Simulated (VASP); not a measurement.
# BN (sol) (P6_3mc) in VASP: notebook, part 2 of 2

VASP 6.6.1. Earlier steps stand in the parts before.

## 4. Relaxation of the atoms, PBEsol (strained cell)

INCAR

```
SYSTEM = BN
ALGO = Normal ; EDIFF = 1E-6
EDIFFG = -0.002 ; ENCUT = 520
GGA = PS ; IBRION = 2
ISIF = 2 ; ISMEAR = 0
LASPH = .TRUE. ; LCHARG = .FALSE.
LREAL = .FALSE. ; LWAVE = .FALSE.
NELM = 100 ; NSW = 60
PREC = Accurate ; SIGMA = 0.02
```

KPOINTS

```
k-points
0
G
  9 9 6
  0 0 0
```

POSCAR

```
BN
1.0
    2.5151549549      0.0000000000      0.0000000000
   -1.2575774774      2.1781880854      0.0000000000
    0.0000000000      0.0000000000      4.1606277791
B N
2 2
Direct
    0.3333333333      0.6666666667     -0.0002373568
    0.6666666667      0.3333333333      0.4997626432
    0.3333333333      0.6666666667      0.3742373568
    0.6666666667      0.3333333333      0.8742373568
```

Potentials or basis: VASP PAW PBE potentials, release 64 (B, N).

Started as:

```bash
cat potpaw_PBE.64/B/POTCAR potpaw_PBE.64/N/POTCAR > POTCAR
mpirun -np 1 vasp_std > vasp.out
```

OUTCAR:

```text
SYSTEM = BN
   EDIFF = 1E-6
   EDIFFG = -0.002
   ENCUT = 520
   GGA = PS
   IBRION = 2
   ISIF = 2
   ISMEAR = 0
   LASPH = .TRUE.
   LREAL = .FALSE.
   NELM = 100
   NSW = 60
   PREC = Accurate

 ion  position               nearest neighbor table
   1  0.333  0.667  1.000-   4 1.54   4 1.54   4 1.54   3 1.56
   2  0.667  0.333  0.500-   3 1.54   3 1.54   3 1.54   4 1.56
   3  0.333  0.667  0.374-   2 1.54   2 1.54   2 1.54   1 1.56
   4  0.667  0.333  0.874-   1 1.54   1 1.54   1 1.54   2 1.56

  LATTYP: Found a hexagonal cell.
 ALAT       =     2.5151549549
 C/A-ratio  =     1.6542232402

  Lattice vectors:

 A1 = (   2.5151549549,   0.0000000000,   0.0000000000)
 A2 = (  -1.2575774774,   2.1781880854,   0.0000000000)
 A3 = (   0.0000000000,   0.0000000000,   4.1606277791)

Analysis of symmetry for initial positions (statically):
=====================================================================
 Subroutine PRICEL returns:
 Original cell was already a primitive cell.

 Routine SETGRP: Setting up the symmetry group for a
 hexagonal supercell.

 Subroutine GETGRP returns: Found 12 space group operations
 (whereof  6 operations were pure point group operations)
 out of a pool of 24 trial point group operations.

The static configuration has the point symmetry C_3v.
 The point group associated with its full space group is C_6v.

Analysis of symmetry for dynamics (positions and initial velocities):
=====================================================================
 Subroutine PRICEL returns:
 Original cell was already a primitive cell.

 Routine SETGRP: Setting up the symmetry group for a
 hexagonal supercell.

 Subroutine GETGRP returns: Found 12 space group operations
 (whereof  6 operations were pure point group operations)
 out of a pool of 24 trial point group operations.

The dynamic configuration has the point symmetry C_3v.
 The point group associated with its full space group is C_6v.

[... 143 lines left out ...]

 number of electron      15.9999998 magnetization

 Free energy of the ion-electron system (eV)
  ---------------------------------------------------
  ext. energy  EPLUGINS =         0.00000000
  ---------------------------------------------------
  free energy    TOTEN  =       -36.59440792 eV

  energy without entropy =      -36.59440792  energy(sigma->0) =      -36.59440792

------------------------ aborting loop because EDIFF is reached ----------------------------------------

  FORCE on cell =-STRESS in cart. coord.  units (eV):
  Direction    XX          YY          ZZ          XY          YZ          ZX
  --------------------------------------------------------------------------------------
  -------------------------------------------------------------------------------------
  Total        1.8781791      1.8781791      1.8923076      0.0000000      0.0000000      0.0000000
  in kB      132.0166185    132.0166185    133.0097060      0.0000000      0.0000000      0.0000000
  external PRESSURE =     132.3476477 kB  Pullay stress =       0.0000000 kB
[... 63 lines left out ...]
--------------------------------------- Ionic step        3  -------------------------------------------

 number of electron      15.9999999 magnetization

 Free energy of the ion-electron system (eV)
  ---------------------------------------------------
  ext. energy  EPLUGINS =         0.00000000
  ---------------------------------------------------
  free energy    TOTEN  =       -36.59443819 eV

  energy without entropy =      -36.59443819  energy(sigma->0) =      -36.59443819

 E-fermi :   8.1515     XC(G=0): -13.1829

 val. band max:        7.9854272629   @ k =   0.0000   0.0000   0.0000
 cond. band min:      12.8618324621   @ k =   0.3333   0.3333   0.0000
 fundamental gap:      4.8764051992
 Fermi energy:         8.1514777353

 k-point     1 :       0.0000    0.0000    0.0000
  band No.  band energies     occupation
      1     -12.8762      2.00000
      2      -8.5021      2.00000
      3      -3.3858      2.00000
      4       5.7673      2.00000
      5       5.7673      2.00000
      6       7.6751      2.00000
      7       7.9854      2.00000
      8       7.9854      2.00000
      9      16.4298      0.00000
     10      16.4298      0.00000
     11      16.7305      0.00000
     12      17.9043      0.00000
[... 331 lines left out ...]
 k-point    24 :       0.3333    0.3333    0.1667
  band No.  band energies     occupation
      1      -7.2545      2.00000
      2      -7.2545      2.00000
      3      -1.5406      2.00000
      4      -0.0640      2.00000
      5      -0.0640      2.00000
      6       1.8424      2.00000
      7       3.1503      2.00000
      8       3.1503      2.00000
      9      13.6403      0.00000
     10      20.1995      0.00000
     11      20.1995      0.00000
     12      21.6339      0.00000

 [... further k-points ...]

------------------------ aborting loop because EDIFF is reached ----------------------------------------

  FORCE on cell =-STRESS in cart. coord.  units (eV):
  Direction    XX          YY          ZZ          XY          YZ          ZX
  --------------------------------------------------------------------------------------
  -------------------------------------------------------------------------------------
  Total        1.8734276      1.8734276      1.8991567      0.0000000      0.0000000      0.0000000
  in kB      131.6826315    131.6826315    133.4911267      0.0000000      0.0000000      0.0000000
  external PRESSURE =     132.2854632 kB  Pullay stress =       0.0000000 kB
[... 19 lines left out ...]
  FREE ENERGIE OF THE ION-ELECTRON SYSTEM (eV)
  ---------------------------------------------------
  free  energy   TOTEN  =       -36.5944381910 eV

  energy  without entropy=      -36.5944381910  energy(sigma->0) =      -36.59443819

 reached required accuracy - stopping structural energy minimisation
```

Run time: 33 s. Hardware: 1 thread of AMD EPYC 7R43 (Zen 3), shared host; peak memory 0.1 GiB.

Results:

```yaml
Free_energy: -36.5944 eV
Energy_gained_by_relaxing: 0.0 meV/atom
Ionic_steps: 3
Pressure_after_relaxing: 13.2 GPa
Band_gap_on_the_k_mesh: 4.88 eV, indirect (least direct gap 8.35 eV)
```

Final structure:
```
B N
1.0
     2.51515    0.00000    0.00000
    -1.25758    2.17819    0.00000
     0.00000    0.00000    4.16063
B N
2 2
Cartesian
  0.0000 1.4521 4.1602
  1.2576 0.7261 2.0799
  0.0000 1.4521 1.5565
  1.2576 0.7261 3.6368
```

Caveat: the cell differs from its parent crystal (strained cell); the PAW data sets were made with another functional, which shifts forces and pressure a little. A k mesh can miss the band edges.

## 5. Overview

| task | cell | smearing | gap on the mesh (eV) | pressure (GPa) |
| --- | --- | --- | --- | --- |
| single point | a = 2.515, b = 2.515, c = 4.161 Å, angles 90.0, 90.0, 120.0°, 4 atoms | gaussian 0.02 eV | 4.88 | 13.2 |
| single point | a = 2.515, b = 2.515, c = 4.161 Å, angles 90.0, 90.0, 120.0°, 4 atoms | gaussian 0.01 eV | 4.88 | 13.2 |
| relaxation of the atoms | atoms relaxed from a = 2.515, b = 2.515, c = 4.161 Å, angles 90.0, 90.0, 120.0°, 4 atoms | gaussian 0.02 eV | 4.88 | 13.2 |

Alike in all rows: level PBEsol; potentials or basis VASP PAW PBE potentials, release 64 (B, N); no spin polarisation; k mesh 9 × 9 × 6; cutoff (eV) 520.

Caveats: the PAW data sets were made with another functional, which shifts forces and pressure a little.

Absolute energies hang on the potentials; compare differences alone.
